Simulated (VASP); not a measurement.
Set up this calculation in VASP 6.6.1, as the native input.

```
Task                   : single point
Functional             : PBE
Potentials or basis    : VASP PAW PBE potentials, release 64 (Zn, C)
Cutoff                 : 520 eV
k mesh                 : 4 × 4 × 4
Occupations            : gaussian, width 0.1 eV
Spin                   : no spin polarisation
Dipole correction      : no
Further INCAR settings : ALGO = Normal; EDIFF = 1e-06; NBANDS = 35
```

The structure of Zn3C4 lies in POSCAR:

```
Zn3C4
1.0
    4.1308610344      0.0000000000      0.0000000000
    0.0000000000      4.1308610344      0.0000000000
    0.0000000000      0.0000000000      4.1308610344
Zn C
3 4
Direct
    0.0000000000      0.5000000000      0.5000000000
    0.5000000000      0.0000000000      0.5000000000
    0.5000000000      0.5000000000      0.0000000000
    0.5000000000      0.0000000000      0.0000000000
    0.0000000000      0.5000000000      0.0000000000
    0.0000000000      0.0000000000      0.5000000000
    0.0000000000      0.0000000000      0.0000000000
```

One way to write it, as run:

INCAR

```
SYSTEM = Zn3C4
ALGO = Normal
EDIFF = 1E-6
ENCUT = 520
GGA = PE
ISIF = 2
ISMEAR = 0
LASPH = .TRUE.
LCHARG = .TRUE.
LELF = .TRUE.
LREAL = .FALSE.
LVHAR = .TRUE.
LWAVE = .FALSE.
NBANDS = 35
NELM = 100
PREC = Accurate
SIGMA = 0.1
```

KPOINTS

```
k-points
0
G
  4 4 4
  0 0 0
```

Potentials or basis: VASP PAW PBE potentials, release 64 (Zn, C).

Command:

```bash
$ cat potpaw_PBE.64/Zn/POTCAR potpaw_PBE.64/C/POTCAR > POTCAR
$ mpirun -np 1 vasp_std > vasp.out
```

Results of the run:

- Pressure: 0.7 GPa
- Band gap on the k mesh: zero (band 26 reaches 6.63 eV, above the bottom of band 27 at 3.07 eV)

Caveat: the k points lie up to 0.38 Å⁻¹ apart.

It took 31 s on 1 thread of Intel Xeon 8259CL (shared host), peak memory 0.18 GiB.
